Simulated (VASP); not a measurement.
Input of a VASP 6.6.1 run:

Contents of INCAR:

```
SYSTEM = Y
PREC = Accurate
ENCUT = 520
EDIFF = 1E-6
ISMEAR = -1
SIGMA = 0.13605693000000002
LREAL = .FALSE.
LASPH = .TRUE.
NELM = 100
ALGO = Normal
ISIF = 2
LWAVE = .FALSE.
LCHARG = .TRUE.
GGA = PE
LELF = .TRUE.
LVHAR = .TRUE.
NBANDS = 12
```

File KPOINTS:

```
Automatic mesh
0
G
  11 11 11
  0 0 0
```

POSCAR

```
Y
1.0
   -2.0249987299      2.0249987299      2.0249987299
    2.0249987299     -2.0249987299      2.0249987299
    2.0249987299      2.0249987299     -2.0249987299
Y
1
Direct
    0.0000000000      0.0000000000      0.0000000000
```

Potentials or basis: VASP PAW PBE potentials, release 64 (Y_sv).

Run with:

```sh
$ cat potpaw_PBE.64/Y_sv/POTCAR > POTCAR
$ mpirun -np 1 vasp_std > vasp.out
```

Task: Predict the pressure.

Result: -0.1 GPa.
